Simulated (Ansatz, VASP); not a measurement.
## Two plane-wave programs on Tl

```
CELL_PARAMETERS angstrom
3.29138 0.00000 0.00000
0.00000 3.29138 0.00000
0.00000 0.00000 3.29138
ATOMIC_POSITIONS crystal
Tl 0.00000 0.00000 0.00000
```

Alike in both runs: task single point; functional RPBE; k mesh 11 × 11 × 11; occupations fermi-dirac, width 0.1 eV; no spin polarisation.

```csv
,VASP,Ansatz
version,VASP 6.6.1,Ansatz 0.2.0
potentials or method,"VASP PAW PBE potentials, release 64 (Tl_d), cutoff 520 eV","plane waves (420 eV) with PAW, scalar-relativistic"
valence electrons in the cell,13,13
```

```tsv
	VASP	Ansatz	Ansatz less VASP
pressure (GPa)	0.7	0.8	+0.05
```

VASP's potentials were made for PBE, not for RPBE.

Neither program's run includes spin-orbit coupling.
